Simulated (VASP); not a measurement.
# CaO (Fm-3m) in VASP: notebook

CaO is run at these levels: PBE+D3(BJ), PBE+D4, revPBE+D3(BJ), PBE, PBEsol; tasks: single point.

Everything below comes from runs of VASP 6.6.1. Logs are shortened: lines on timing, memory, paths and dates and some standing lists are left out, and cuts for length are marked.

### 1 The cell of the first run

The structure is cubic, space group Fm-3m (No. 225). The conventional cell has a = 4.783 Å, b = 4.783 Å, c = 4.783 Å, α = 90.00°, β = 90.00°, γ = 90.00°. Ca (site symmetry m-3m) has 6 O at 2.39 Å within 3.2 Å. Within 3.2 Å of O (site symmetry m-3m) lie 6 Ca at 2.39 Å.

### 2 Single point, PBE+D3(BJ)

INCAR

```
ALGO = Normal
EDIFF = 1E-7
ENCUT = 520
GGA = PE
ISIF = 2
ISMEAR = -1
IVDW = 12
LASPH = T
LCHARG = T
LELF = T
LREAL = F
LVHAR = T
LWAVE = F
NBANDS = 15
NELM = 60
PREC = Accurate
SIGMA = 0.05
```

KPOINTS

```
k-points
0
Gamma
  10 10 10
```

POSCAR

```
CaO
1.0
    0.0000000000      2.3916719712      2.3916719712
    2.3916719712      0.0000000000      2.3916719712
    2.3916719712      2.3916719712      0.0000000000
Ca O
1 1
Direct
    0.0000000000      0.0000000000      0.0000000000
    0.5000000000      0.5000000000      0.5000000000
```

Potentials or basis: VASP PAW PBE potentials, release 64 (Ca_sv, O).

On the command line:

```bash
cat potpaw_PBE.64/Ca_sv/POTCAR potpaw_PBE.64/O/POTCAR > POTCAR
mpirun -np 1 vasp_std > vasp.out
```

OUTCAR:

```text
EDIFF = 1E-7
   ENCUT = 520
   GGA = PE
   ISIF = 2
   ISMEAR = -1
   IVDW = 12
   LASPH = T
   LREAL = F
   NELM = 60
   PREC = Accurate
 IVDW          = 12

 ion  position               nearest neighbor table
   1  0.000  0.000  0.000-   2 2.39   2 2.39   2 2.39   2 2.39   2 2.39   2 2.39
   2  0.500  0.500  0.500-   1 2.39   1 2.39   1 2.39   1 2.39   1 2.39   1 2.39

  LATTYP: Found a face centered cubic cell.
 ALAT       =     4.7833439424

  Lattice vectors:

 A1 = (   0.0000000000,   2.3916719712,   2.3916719712)
 A2 = (   2.3916719712,   0.0000000000,   2.3916719712)
 A3 = (   2.3916719712,   2.3916719712,   0.0000000000)

Analysis of symmetry for initial positions (statically):
=====================================================================
 Subroutine PRICEL returns:
 Original cell was already a primitive cell.

 Routine SETGRP: Setting up the symmetry group for a
 face centered cubic supercell.

 Subroutine GETGRP returns: Found 48 space group operations
 (whereof 48 operations were pure point group operations)
 out of a pool of 48 trial point group operations.

The static configuration has the point symmetry O_h .

Analysis of symmetry for dynamics (positions and initial velocities):
=====================================================================
 Subroutine PRICEL returns:
 Original cell was already a primitive cell.

 Routine SETGRP: Setting up the symmetry group for a
 face centered cubic supercell.

 Subroutine GETGRP returns: Found 48 space group operations
 (whereof 48 operations were pure point group operations)
 out of a pool of 48 trial point group operations.

The dynamic configuration has the point symmetry O_h .

 Subroutine INISYM returns: Found 48 space group operations
 (whereof 48 operations are pure point group operations),
 and found     1 'primitive' translations

----------------------------------------------------------------------------------------

                                     Primitive cell

  volume of cell :      27.3612

  direct lattice vectors                    reciprocal lattice vectors
     0.000000000  2.391671971  2.391671971    -0.209058770  0.209058770  0.209058770
     2.391671971  0.000000000  2.391671971     0.209058770 -0.209058770  0.209058770
     2.391671971  2.391671971  0.000000000     0.209058770  0.209058770 -0.209058770

  length of vectors
     3.382334938  3.382334938  3.382334938     0.362100411  0.362100411  0.362100411

  position of ions in fractional coordinates (direct lattice)
     0.000000000  0.000000000  0.000000000
     0.500000000  0.500000000  0.500000000

  ion indices of the primitive-cell ions
   primitive index   ion index
                 1           1
                 2           2

----------------------------------------------------------------------------------------

 KPOINTS: k-points

Automatic generation of k-mesh.
 Grid dimensions read from file:
 generate k-points for:   10   10   10

 Generating k-lattice:

  Cartesian coordinates                     Fractional coordinates (reciprocal lattice)
    -0.020905877  0.020905877  0.020905877     0.100000000  0.000000000  0.000000000
     0.020905877 -0.020905877  0.020905877     0.000000000  0.100000000  0.000000000
     0.020905877  0.020905877 -0.020905877     0.000000000  0.000000000  0.100000000

  Length of vectors
     0.036210041  0.036210041  0.036210041

  Shift w.r.t. Gamma in fractional coordinates (k-lattice)
     0.000000000  0.000000000  0.000000000

 Subroutine IBZKPT returns following result:
 ===========================================

 Found     47 irreducible k-points:

 Following reciprocal coordinates:
            Coordinates               Weight
  0.000000  0.000000  0.000000      1.000000
  0.100000  0.000000  0.000000      8.000000
  0.200000  0.000000  0.000000      8.000000
  0.300000  0.000000  0.000000      8.000000
  0.400000  0.000000  0.000000      8.000000
  0.500000  0.000000  0.000000      4.000000
[... 16 lines left out ...]
  0.300000  0.300000  0.000000      6.000000
  0.400000  0.300000  0.000000     24.000000
 [... further k-points ...]
   k-points           NKPTS =     47   k-points in BZ     NKDIM =     47   number of bands    NBANDS=     15
   number of dos      NEDOS =    301   number of ions     NIONS =      2
   total plane-waves  NPLWV =  21952
   dimension x,y,z NGX =    28 NGY =   28 NGZ =   28
   dimension x,y,z NGXF=    56 NGYF=   56 NGZF=   56
   ions per type =               1   1
   NGX,Y,Z   is equivalent  to a cutoff of  13.76, 13.76, 13.76 a.u.
   NGXF,Y,Z  is equivalent  to a cutoff of  27.52, 27.52, 27.52 a.u.
 SYSTEM =  unknown system
   PREC   = accura    normal or accurate (medium, high low for compatibility)
   ISTART =      0    job   : 0-new  1-cont  2-samecut
   ICHARG =      2    charge: 1-file 2-atom 10-const
   ISPIN  =      1    spin polarized calculation?
   LNONCOLLINEAR =      F non collinear calculations
   LSORBIT =      F    spin-orbit coupling
   LASPH  =      T    aspherical Exc in radial PAW
   ENCUT  =  520.0 eV  38.22 Ry    6.18 a.u.   6.29  6.29  6.29*2*pi/ulx,y,z
   NELM   =     60;   NELMIN=  2; NELMDL= -5     # of ELM steps
   EDIFF  = 0.1E-06   stopping-criterion for ELM
   LREAL  =      F    real-space projection
   EDIFFG = 0.1E-05   stopping-criterion for IOM
   NSW    =      0    number of steps for IOM
   IBRION =     -1    ionic relax: 0-MD 1-quasi-New 2-CG
   NFREE  =      0    steps in history (QN), initial steepest desc. (CG)
   ISIF   =      2    stress and relaxation
   ISYM   =      2    0-nonsym 1-usesym 2-fastsym
   POTIM  = 0.5000    time-step for ionic-motion
   TEBEG  =    0.0;   TEEND  =   0.0 temperature during run
   PSTRESS=    0.0 pullay stress
   NELECT =      16.0000    total number of electrons
   NUPDOWN=      -1.0000    fix difference up-down
   EMIN   =  10.00;   EMAX   =-10.00  energy-range for DOS
   EFERMI =   0.00;   METHOD = LEGACY
   ISMEAR =    -1;   SIGMA  =   0.05  broadening in eV -4-tet -1-fermi 0-gaus
   EFERMI_NEDOS =   21; number of points for ismear=-14 and -15
   IALGO  =     38    algorithm
   IMIX   =      4    mixing-type and parameters
     AMIX     =   0.40;   BMIX     =  1.00
     AMIX_MAG =   1.60;   BMIX_MAG =  1.00
  volume/ion in A,a.u.               =      13.68        92.32
  Fermi-wavevector in a.u.,A,eV,Ry     =   1.368999  2.587033 25.499481  1.874159
  Thomas-Fermi vector in A             =   2.494914
   LORBIT       =      0    0 simple, 1 ext, 2 COOP (PROOUT), +10 PAW based schemes
   GGA     = PE    functional components
   LHFCALC =     F    Hartree Fock is set to
   AEXX    =    0.0000 exact exchange contribution
   IVDW    =    12    specifies the selected vdW correction
   LEPSILON=     F    determine dielectric tensor
   LRPA    =     F    only Hartree local field effects (RPA)
 non-spin polarized calculation
  energy-cutoff  :      520.00
  volume of cell :       27.36
 maximum number of plane-waves:       754
 NGX is ok and might be reduce to    28
   NGX = 13   NGY = 13   NGZ = 13

 number of electron      15.9999997 magnetization

 Free energy of the ion-electron system (eV)
  ---------------------------------------------------
  ext. energy  EPLUGINS =         0.00000000
  ---------------------------------------------------
  free energy    TOTEN  =       -12.79305926 eV

  energy without entropy =      -12.79305926  energy(sigma->0) =      -12.79305926

 E-fermi :   3.4582     XC(G=0): -10.5461

 val. band max:        2.4321017825   @ k =   0.0000   0.0000   0.0000
 cond. band min:       6.0632334267   @ k =   0.5000   0.5000   0.0000
 fundamental gap:      3.6311316442
 Fermi energy:         3.4582265642

 k-point     1 :       0.0000    0.0000    0.0000
  band No.  band energies     occupation
      1     -35.1456      2.00000
      2     -15.8988      2.00000
      3     -15.8988      2.00000
      4     -15.8988      2.00000
      5     -13.1284      2.00000
      6       2.4321      2.00000
      7       2.4321      2.00000
      8       2.4321      2.00000
      9       7.2635      0.00000
     10       8.6931      0.00000
     11       8.6931      0.00000
     12       8.6931      0.00000
     13      10.2222      0.00000
     14      10.2222      0.00000
     15      17.5951      0.00000

 k-point     2 :       0.1000    0.0000    0.0000
  band No.  band energies     occupation
      1     -35.1353      2.00000
      2     -16.0511      2.00000
      3     -15.9042      2.00000
      4     -15.9042      2.00000
      5     -12.9697      2.00000
      6       2.0687      2.00000
      7       2.2892      2.00000
      8       2.2892      2.00000
      9       7.7228      0.00000
     10       8.6607      0.00000
     11       8.8673      0.00000
     12       8.8673      0.00000
     13      10.4684      0.00000
     14      10.4684      0.00000
     15      18.0032      0.00000

 k-point     3 :       0.2000    0.0000    0.0000
  band No.  band energies     occupation
      1     -35.1080      2.00000
      2     -16.3920      2.00000
      3     -15.9183      2.00000
      4     -15.9183      2.00000
      5     -12.6112      2.00000
      6       1.2894      2.00000
      7       1.9468      2.00000
      8       1.9468      2.00000
      9       8.6018      0.00000
     10       8.8607      0.00000
     11       9.3485      0.00000
     12       9.3485      0.00000
     13      11.1059      0.00000
     14      11.1059      0.00000
     15      18.6077      0.00000
[... 343 lines left out ...]
 k-point    23 :       0.3000    0.3000    0.0000
  band No.  band energies     occupation
      1     -35.0519      2.00000
      2     -16.5180      2.00000
      3     -16.0554      2.00000
      4     -16.0554      2.00000
      5     -12.5808      2.00000
      6       0.6750      2.00000
      7       2.0901      2.00000
      8       2.0901      2.00000
      9       6.7767      0.00000
     10       9.6141      0.00000
     11      10.9619      0.00000
     12      11.0843      0.00000
     13      11.0843      0.00000
     14      12.9745      0.00000
     15      19.8695      0.00000

 k-point    24 :       0.4000    0.3000    0.0000
  band No.  band energies     occupation
      1     -35.0306      2.00000
      2     -16.5814      2.00000
      3     -16.1081      2.00000
      4     -16.0794      2.00000
      5     -12.5867      2.00000
      6       0.7439      2.00000
      7       1.8751      2.00000
      8       1.9762      2.00000
      9       6.7437      0.00000
     10      10.1899      0.00000
     11      11.2911      0.00000
     12      11.3833      0.00000
     13      11.5193      0.00000
     14      13.3745      0.00000
     15      18.2090      0.00000

 [... further k-points ...]

------------------------ aborting loop because EDIFF is reached ----------------------------------------

 Edisp (eV)   -0.55252

 E8    (eV) :    -0.2479

  FORCE on cell =-STRESS in cart. coord.  units (eV):
  Direction    XX          YY          ZZ          XY          YZ          ZX
  --------------------------------------------------------------------------------------
  -------------------------------------------------------------------------------------
  Total       0.10831     0.10831     0.10831     0.00000    -0.00000     0.00000
  in kB       6.34236     6.34236     6.34236     0.00000    -0.00000     0.00000
  external pressure =        6.34 kB  Pullay stress =        0.00 kB

 VOLUME and BASIS-vectors are now :
 -----------------------------------------------------------------------------
  energy-cutoff  :      520.00
  volume of cell :       27.36
      direct lattice vectors                 reciprocal lattice vectors
     0.000000000  2.391671971  2.391671971    -0.209058770  0.209058770  0.209058770
     2.391671971  0.000000000  2.391671971     0.209058770 -0.209058770  0.209058770
     2.391671971  2.391671971  0.000000000     0.209058770  0.209058770 -0.209058770

 POSITION                                       TOTAL-FORCE (eV/Angst)
 -----------------------------------------------------------------------------------
      0.00000      0.00000      0.00000         0.000000      0.000000     -0.000000
      2.39167      2.39167      2.39167        -0.000000     -0.000000      0.000000
 -----------------------------------------------------------------------------------
    total drift:                                0.000000      0.000000      0.000000

  FREE ENERGIE OF THE ION-ELECTRON SYSTEM (eV)
  ---------------------------------------------------
  free  energy   TOTEN  =       -13.3455749515 eV

  energy  without entropy=      -13.3455749515  energy(sigma->0) =      -13.34557495
```

It took 20 s on 1 thread of Intel Xeon Platinum 8375C at 2.90GHz (Ice Lake), shared host; peak memory 0.18 GiB.

Results:

```yaml
Free_energy: -13.3456 eV
Pressure: 0.6 GPa
Band_gap_on_the_k_mesh: 3.63 eV, indirect (least direct gap 4.00 eV)
Dispersion_energy_per_atom: -0.276 eV
```

Levels at points of the mesh, in eV from the valence-band top:
| k point | band 6 | band 7 | band 8 | band 9 | band 10 | band 11 |
| --- | --- | --- | --- | --- | --- | --- |
| (0.00, 0.00, 0.00) | 0.00 | 0.00 | 0.00 | 4.83 | 6.26 | 6.26 |
| (0.50, 0.00, 0.00) | -2.67 | -1.23 | -1.23 | 7.12 | 8.43 | 8.43 |
| (0.50, 0.50, 0.00) | -1.29 | -0.37 | -0.37 | 3.63 | 8.15 | 8.98 |

### 3 Single point, PBE+D4

This run uses another cell than the first one, of 13.83 Å³/atom, 1.011 times its volume.

INCAR

```
SYSTEM = CaO
PREC     = Accurate       ! precision mode
ENCUT    = 520            ! plane-wave cutoff, eV
EDIFF    = 1E-6           ! SCF threshold, eV
ISMEAR   = -1             ! smearing method
SIGMA    = 0.05           ! smearing width, eV
LREAL    = .FALSE.        ! projectors in reciprocal space
LASPH    = .TRUE.         ! aspherical terms in the spheres
NELM     = 60             ! most SCF steps
ALGO     = Normal         ! electronic algorithm
ISIF     = 2              ! what is computed and relaxed
LWAVE    = .FALSE.        ! write WAVECAR
LCHARG   = .FALSE.        ! write CHGCAR
GGA      = PE             ! functional
IVDW     = 13             ! dispersion correction
NBANDS   = 15             ! bands
```

KPOINTS

```
regular mesh
0
G
  10 10 10
  0 0 0
```

POSCAR

```
CaO
1.0
    0.0000000000      2.4000973072      2.4000973072
    2.4000973072      0.0000000000      2.4000973072
    2.4000973072      2.4000973072      0.0000000000
Ca O
1 1
Direct
    0.0000000000      0.0000000000      0.0000000000
    0.5000000000      0.5000000000      0.5000000000
```

Potentials or basis: VASP PAW PBE potentials, release 64 (Ca_sv, O).

On the command line:

```bash
cat potpaw_PBE.64/Ca_sv/POTCAR potpaw_PBE.64/O/POTCAR > POTCAR
mpirun -np 1 vasp_std > vasp.out
```

Run time: 17 s. Hardware: 1 thread of Intel Xeon Platinum 8375C at 2.90GHz (Ice Lake), shared host; peak memory 0.17 GiB.

Results (log left out):

```yaml
Free_energy: -13.1275 eV
Pressure: 0.6 GPa
Band_gap_on_the_k_mesh: 3.63 eV, indirect (least direct gap 4.01 eV)
Dispersion_energy_per_atom: -0.164 eV
```

Levels at points of the mesh, in eV from the valence-band top:
```tsv
k point	band 6	band 7	band 8	band 9	band 10	band 11
(0.00, 0.00, 0.00)	0.00	0.00	0.00	4.74	6.23	6.23
(0.50, 0.00, 0.00)	-2.65	-1.21	-1.21	7.07	8.38	8.38
(0.50, 0.50, 0.00)	-1.30	-0.37	-0.37	3.63	8.07	8.91
```

A k mesh can miss the band edges. Expect the measured gap to be larger: semilocal functionals such as PBE lack the derivative discontinuity.

### 4 Single point, revPBE+D3(BJ)

INCAR

```
PREC = Accurate
ENCUT = 520
EDIFF = 1E-6
ISMEAR = -1
SIGMA = 0.05
LREAL = False
LASPH = True
NELM = 60
ALGO = Normal
ISIF = 2
LWAVE = False
LCHARG = False
GGA = RE
IVDW = 12
NBANDS = 15
```

KPOINTS

```
regular mesh
0
Gamma
  10 10 10
```

POSCAR

```
CaO
1.0
    0.0000000000      2.3909977157      2.3909977157
    2.3909977157      0.0000000000      2.3909977157
    2.3909977157      2.3909977157      0.0000000000
Ca O
1 1
Direct
    0.0000000000      0.0000000000      0.0000000000
    0.5000000000      0.5000000000      0.5000000000
```

On the command line:

```bash
cat potpaw_PBE.64/Ca_sv/POTCAR potpaw_PBE.64/O/POTCAR > POTCAR
mpirun -np 1 vasp_std > vasp.out
```

It took 17 s on 1 thread of Intel Xeon Platinum 8375C at 2.90GHz (Ice Lake), shared host; peak memory 0.17 GiB.

The run converged. Its results:

| Quantity | Value |
| --- | --- |
| Free energy | -13.1774 eV |
| Pressure | 0.6 GPa |
| Band gap on the k mesh | 3.71 eV, indirect (least direct gap 4.08 eV) |
| Dispersion energy per atom | -0.516 eV |

Levels at points of the mesh, in eV from the valence-band top:
| k point | band 5 | band 6 | band 7 | band 8 | band 9 | band 10 | band 11 | band 12 |
| --- | --- | --- | --- | --- | --- | --- | --- | --- |
| (0.00, 0.00, 0.00) | -15.63 | 0.00 | 0.00 | 0.00 | 4.95 | 6.31 | 6.31 | 6.31 |
| (0.50, 0.00, 0.00) | -14.39 | -2.64 | -1.23 | -1.23 | 7.17 | 8.46 | 8.46 | 8.74 |
| (0.50, 0.50, 0.00) | -15.40 | -1.28 | -0.37 | -0.37 | 3.71 | 8.18 | 8.97 | 9.63 |

Caveat: the PAW data sets were made with another functional, which shifts forces and pressure a little.

(Continued in part 2 of 2.)
